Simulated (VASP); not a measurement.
# Ni (P6/mmm) in VASP: notebook

Runs on Ni. Level: r2SCAN. Tasks: single point.

Everything below comes from runs of VASP 6.6.1. Logs are shortened: lines on timing, memory, paths and dates and some standing lists are left out, and cuts for length are marked.

## 1. The cell of the first run

The structure is hexagonal, space group P6/mmm (No. 191). The conventional cell has a = 3.858 Å, b = 3.858 Å, c = 2.279 Å, α = 90.00°, β = 90.00°, γ = 120.00°. Ni (site symmetry -6m2) has 5 Ni at 2.23 to 2.28 Å within 2.9 Å.

This isn't the form of Ni at room conditions, which is fcc.

## 2. Single point, r2SCAN, collinear spin, ferromagnetic start

POSCAR

```
Ni
1.0
    3.8583369978      0.0000000000      0.0000000000
   -1.9291684989      3.3414178565      0.0000000000
    0.0000000000      0.0000000000      4.5576920169
Ni
4
Direct
    0.3333333333      0.6666666667      0.4999951334
    0.6666666667      0.3333333333      0.9999951334
    0.6666666667      0.3333333333      0.5000048666
    0.3333333333      0.6666666667      0.0000048666
```

INCAR.step1

```
PREC     = Accurate       # precision mode
ENCUT    = 520            # plane-wave cutoff, eV
ISMEAR   = 0              # smearing method
SIGMA    = 0.1            # smearing width, eV
LREAL    = F              # projectors in reciprocal space
LASPH    = T              # aspherical terms in the spheres
NELM     = 150            # most SCF steps
ISPIN    = 2              # spin polarisation
MAGMOM   = 0.89 0.89 0.89 0.89 # initial moments
LMAXMIX  = 4              # l up to which the mixer works
NBANDS   = 32             # bands
GGA      = PE             # functional
ALGO     = Normal         # electronic algorithm
EDIFF    = 1E-4           # SCF threshold, eV
LWAVE    = T              # write WAVECAR
LCHARG   = F              # write CHGCAR
```

INCAR.step2

```
PREC     = Accurate       # precision mode
ENCUT    = 520            # plane-wave cutoff, eV
EDIFF    = 1E-7           # SCF threshold, eV
ISMEAR   = 0              # smearing method
SIGMA    = 0.1            # smearing width, eV
LREAL    = F              # projectors in reciprocal space
LASPH    = T              # aspherical terms in the spheres
NELM     = 150            # most SCF steps
ALGO     = Normal         # electronic algorithm
ISIF     = 2              # what is computed and relaxed
LWAVE    = F              # write WAVECAR
LCHARG   = F              # write CHGCAR
ISPIN    = 2              # spin polarisation
MAGMOM   = 0.89 0.89 0.89 0.89 # initial moments
LORBIT   = 11             # projections on sites
LMAXMIX  = 4              # l up to which the mixer works
METAGGA  = R2SCAN         # meta-GGA
LMIXTAU  = T            
NBANDS   = 32             # bands
ISTART   = 1
```

KPOINTS

```
regular mesh
0
Gamma
  6 6 4
```

Potentials or basis: VASP PAW PBE potentials, release 64 (Ni).

Run with:

```console
$ cat potpaw_PBE.64/Ni/POTCAR > POTCAR
$ cp INCAR.step1 INCAR
$ mpirun -np 1 vasp_std > vasp.out
$ cp INCAR.step2 INCAR
$ mpirun -np 1 vasp_std > vasp.out
```

OUTCAR:

```text
PREC = Accurate
   ENCUT = 520
   EDIFF = 1E-7
   ISMEAR = 0
   LREAL = F
   LASPH = T
   NELM = 150
   ISIF = 2
   ISPIN = 2
   LORBIT = 11
   METAGGA = R2SCAN
   ISTART = 1

 ion  position               nearest neighbor table
   1  0.333  0.667  0.500-   3 2.23   3 2.23   3 2.23   4 2.28   4 2.28
   2  0.667  0.333  1.000-   4 2.23   4 2.23   4 2.23   3 2.28   3 2.28
   3  0.667  0.333  0.500-   1 2.23   1 2.23   1 2.23   2 2.28   2 2.28
   4  0.333  0.667  0.000-   2 2.23   2 2.23   2 2.23   1 2.28   1 2.28

  LATTYP: Found a hexagonal cell.
 ALAT       =     3.8583369978
 C/A-ratio  =     1.1812581481

  Lattice vectors:

 A1 = (   3.8583369978,   0.0000000000,   0.0000000000)
 A2 = (  -1.9291684989,   3.3414178565,   0.0000000000)
 A3 = (   0.0000000000,   0.0000000000,   4.5576920169)

Analysis of symmetry for initial positions (statically):
=====================================================================
 Subroutine PRICEL returns:
 Original cell was already a primitive cell.

 Routine SETGRP: Setting up the symmetry group for a
 hexagonal supercell.

 Subroutine GETGRP returns: Found 24 space group operations
 (whereof 12 operations were pure point group operations)
 out of a pool of 24 trial point group operations.

The static configuration has the point symmetry D_3d.
 The point group associated with its full space group is D_6h.

Analysis of symmetry for dynamics (positions and initial velocities):
=====================================================================
 Subroutine PRICEL returns:
 Original cell was already a primitive cell.

 Routine SETGRP: Setting up the symmetry group for a
 hexagonal supercell.

 Subroutine GETGRP returns: Found 24 space group operations
 (whereof 12 operations were pure point group operations)
 out of a pool of 24 trial point group operations.

The dynamic configuration has the point symmetry D_3d.
 The point group associated with its full space group is D_6h.

Analysis of structural, dynamic, and magnetic symmetry:
=====================================================================
 Subroutine PRICEL returns:
 Original cell was already a primitive cell.

 Routine SETGRP: Setting up the symmetry group for a
 hexagonal supercell.

 Subroutine GETGRP returns: Found 24 space group operations
 (whereof 12 operations were pure point group operations)
 out of a pool of 24 trial point group operations.

The overall configuration has the point symmetry D_3d.
 The point group associated with its full space group is D_6h.

 Subroutine INISYM returns: Found 24 space group operations
 (whereof 12 operations are pure point group operations),
 and found     1 'primitive' translations

----------------------------------------------------------------------------------------

                                     Primitive cell

  volume of cell :      58.7592

  direct lattice vectors                    reciprocal lattice vectors
     3.858336998  0.000000000  0.000000000     0.259179020  0.149637077  0.000000000
    -1.929168499  3.341417857  0.000000000     0.000000000  0.299274153  0.000000000
     0.000000000  0.000000000  4.557692017     0.000000000  0.000000000  0.219409297

  length of vectors
     3.858336998  3.858336998  4.557692017     0.299274153  0.299274153  0.219409297

  position of ions in fractional coordinates (direct lattice)
     0.333333333  0.666666667  0.499995133
     0.666666667  0.333333333  0.999995133
     0.666666667  0.333333333  0.500004867
     0.333333333  0.666666667  0.000004867

  ion indices of the primitive-cell ions
   primitive index   ion index
                 1           1
                 2           2
                 3           3
                 4           4

----------------------------------------------------------------------------------------

 KPOINTS: regular mesh

Automatic generation of k-mesh.
 Grid dimensions read from file:
 generate k-points for:    6    6    4

 Generating k-lattice:

  Cartesian coordinates                     Fractional coordinates (reciprocal lattice)
     0.043196503  0.024939513  0.000000000     0.166666667 -0.000000000  0.000000000
     0.000000000  0.049879026  0.000000000     0.000000000  0.166666667  0.000000000
     0.000000000  0.000000000  0.054852324     0.000000000  0.000000000  0.250000000

  Length of vectors
     0.049879026  0.049879026  0.054852324

  Shift w.r.t. Gamma in fractional coordinates (k-lattice)
     0.000000000  0.000000000  0.000000000

 Subroutine IBZKPT returns following result:
 ===========================================

 Found     21 irreducible k-points:

 Following reciprocal coordinates:
            Coordinates               Weight
  0.000000  0.000000  0.000000      1.000000
  0.166667 -0.000000  0.000000      6.000000
  0.333333 -0.000000  0.000000      6.000000
  0.500000  0.000000  0.000000      3.000000
  0.166667  0.166667  0.000000      6.000000
  0.333333  0.166667  0.000000     12.000000
[... 13 lines left out ...]
  0.333333  0.166667  0.500000     12.000000
  0.333333  0.333333  0.500000      2.000000
   k-points           NKPTS =     21   k-points in BZ     NKDIM =     21   number of bands    NBANDS=     32
   number of dos      NEDOS =    301   number of ions     NIONS =      4
   total plane-waves  NPLWV =  32400
   dimension x,y,z NGX =    30 NGY =   30 NGZ =   36
   dimension x,y,z NGXF=    60 NGYF=   60 NGZF=   72
   ions per type =               4
   NGX,Y,Z   is equivalent  to a cutoff of  12.93, 12.93, 13.13 a.u.
   NGXF,Y,Z  is equivalent  to a cutoff of  25.85, 25.85, 26.26 a.u.
 SYSTEM =  unknown system
   PREC   = accura    normal or accurate (medium, high low for compatibility)
   ISTART =      1    job   : 0-new  1-cont  2-samecut
   ICHARG =      0    charge: 1-file 2-atom 10-const
   ISPIN  =      2    spin polarized calculation?
   LNONCOLLINEAR =      F non collinear calculations
   LSORBIT =      F    spin-orbit coupling
   LASPH  =      T    aspherical Exc in radial PAW
   ENCUT  =  520.0 eV  38.22 Ry    6.18 a.u.   7.17  7.17  8.47*2*pi/ulx,y,z
   NELM   =    150;   NELMIN=  2; NELMDL=  0     # of ELM steps
   EDIFF  = 0.1E-06   stopping-criterion for ELM
   LREAL  =      F    real-space projection
   EDIFFG = 0.1E-05   stopping-criterion for IOM
   NSW    =      0    number of steps for IOM
   IBRION =     -1    ionic relax: 0-MD 1-quasi-New 2-CG
   NFREE  =      0    steps in history (QN), initial steepest desc. (CG)
   ISIF   =      2    stress and relaxation
   ISYM   =      2    0-nonsym 1-usesym 2-fastsym
   POTIM  = 0.5000    time-step for ionic-motion
   TEBEG  =    0.0;   TEEND  =   0.0 temperature during run
   PSTRESS=    0.0 pullay stress
   NELECT =      40.0000    total number of electrons
   NUPDOWN=      -1.0000    fix difference up-down
   EMIN   =  10.00;   EMAX   =-10.00  energy-range for DOS
   EFERMI =   0.00;   METHOD = LEGACY
   ISMEAR =     0;   SIGMA  =   0.10  broadening in eV -4-tet -1-fermi 0-gaus
   EFERMI_NEDOS =   21; number of points for ismear=-14 and -15
   IALGO  =     38    algorithm
   IMIX   =      4    mixing-type and parameters
     AMIX     =   0.40;   BMIX     =  1.00
     AMIX_MAG =   1.60;   BMIX_MAG =  1.00
  volume/ion in A,a.u.               =      14.69        99.13
  Fermi-wavevector in a.u.,A,eV,Ry     =   1.440134  2.721458 28.218285  2.073985
  Thomas-Fermi vector in A             =   2.558912
   LORBIT       =     11    0 simple, 1 ext, 2 COOP (PROOUT), +10 PAW based schemes
   METAGGA = R2SCAN    functional components
   LHFCALC =     F    Hartree Fock is set to
   AEXX    =    0.0000 exact exchange contribution
   IVDW    =     0    specifies the selected vdW correction
   LEPSILON=     F    determine dielectric tensor
   LRPA    =     F    only Hartree local field effects (RPA)
 spin polarized calculation
 Gauss-broadening in eV      SIGMA  =   0.10
  energy-cutoff  :      520.00
  volume of cell :       58.76
 maximum number of plane-waves:      1599
 NGX is ok and might be reduce to    30
   NGX = 15   NGY = 15   NGZ = 17

 number of electron      40.0000000 magnetization       3.2576544

 Free energy of the ion-electron system (eV)
  ---------------------------------------------------
  ext. energy  EPLUGINS =         0.00000000
  ---------------------------------------------------
  free energy    TOTEN  =       -43.74097947 eV

  energy without entropy =      -43.70821192  energy(sigma->0) =      -43.72459569

 E-fermi :   5.7184     XC(G=0): -12.0315

 val. band max:        5.7177410946   @ k =   0.3333   0.3333   0.2500
 cond. band min:       5.7279334108   @ k =   0.3333  -0.0000   0.2500
 fundamental gap:      0.0101923162
 Fermi energy:         5.7183521092

 spin component 1

 k-point     1 :       0.0000    0.0000    0.0000
  band No.  band energies     occupation
      1      -1.7750      1.00000
      2       1.4279      1.00000
      3       1.6455      1.00000
      4       1.6455      1.00000
      5       2.0813      1.00000
      6       2.0914      1.00000
[... 24 lines left out ...]
     31      18.8216      0.00000
     32      18.8217      0.00000
[... 668 lines left out ...]
      1       1.7266      1.00000
      2       1.7266      1.00000
      3       1.9725      1.00000
      4       1.9725      1.00000
      5       2.0982      1.00000
      6       2.0982      1.00000
[... 24 lines left out ...]
     31      20.6906      0.00000
     32      20.6906      0.00000
 Fermi energy:         5.7183521092

 spin component 2

 k-point     1 :       0.0000    0.0000    0.0000
  band No.  band energies     occupation
      1      -1.8967      1.00000
      2       2.3963      1.00000
      3       2.6293      1.00000
      4       2.6294      1.00000
      5       2.7249      1.00000
      6       3.0653      1.00000
[... 24 lines left out ...]
     31      18.9800      0.00000
     32      18.9801      0.00000
[... 669 lines left out ...]
      2       2.5842      1.00000
      3       2.5843      1.00000
      4       2.5843      1.00000
      5       2.6219      1.00000
      6       2.6219      1.00000
[... 24 lines left out ...]
     31      20.7594      0.00000
     32      20.7594      0.00000

------------------------ aborting loop because EDIFF is reached ----------------------------------------

  FORCE on cell =-STRESS in cart. coord.  units (eV):
  Direction    XX          YY          ZZ          XY          YZ          ZX
  --------------------------------------------------------------------------------------
  -------------------------------------------------------------------------------------
  Total        0.0172803      0.0172803      0.0252113      0.0000000     -0.0000000      0.0000000
  in kB        0.4711800      0.4711800      0.6874332      0.0000000     -0.0000000      0.0000000
  external PRESSURE =       0.5432644 kB  Pullay stress =       0.0000000 kB

 VOLUME and BASIS-vectors are now :
 -----------------------------------------------------------------------------
  energy-cutoff  :      520.00
  volume of cell :       58.76
      direct lattice vectors                 reciprocal lattice vectors
     3.858336998  0.000000000  0.000000000     0.259179020  0.149637077  0.000000000
    -1.929168499  3.341417857  0.000000000     0.000000000  0.299274153  0.000000000
     0.000000000  0.000000000  4.557692017     0.000000000  0.000000000  0.219409297

 POSITION                                       TOTAL-FORCE (eV/Angst)
 -----------------------------------------------------------------------------------
     -0.00000      2.22761      2.27882        -0.000000      0.000000      0.000270
      1.92917      1.11381      4.55767         0.000000     -0.000000      0.000270
      1.92917      1.11381      2.27887        -0.000000      0.000000     -0.000270
     -0.00000      2.22761      0.00002        -0.000000      0.000000     -0.000270
 -----------------------------------------------------------------------------------
    total drift:                                0.000000     -0.000000     -0.000000

  FREE ENERGIE OF THE ION-ELECTRON SYSTEM (eV)
  ---------------------------------------------------
  free  energy   TOTEN  =       -43.7409794664 eV

  energy  without entropy=      -43.7082119205  energy(sigma->0) =      -43.72459569

 total charge

# of ion       s       p       d       tot
------------------------------------------
    1        0.560   0.405   8.359   9.323
    2        0.560   0.405   8.359   9.323
    3        0.560   0.405   8.359   9.323
    4        0.560   0.405   8.359   9.323
--------------------------------------------------
tot          2.239   1.618  33.437  37.294

 magnetization (x)

# of ion       s       p       d       tot
------------------------------------------
    1       -0.006  -0.024   0.860   0.830
    2       -0.006  -0.024   0.860   0.830
    3       -0.006  -0.024   0.860   0.830
    4       -0.006  -0.024   0.860   0.830
--------------------------------------------------
tot         -0.024  -0.097   3.441   3.319
```

Wall time 3.1 min (1 thread of Intel Xeon 6975P-C (Granite Rapids), shared host); peak memory 0.24 GiB.

Results:

```
Free energy                                           : -43.7410 eV
Pressure                                              : 0.1 GPa
Net moment                                            : 3.26 μB per cell
Site moments                                          : Ni +0.83 μB
Valence electrons inside the program's atomic spheres : Ni 9.32
```

Caveat: the PAW data sets were made with another functional, which shifts forces and pressure a little.

[end of part 1 of 2]
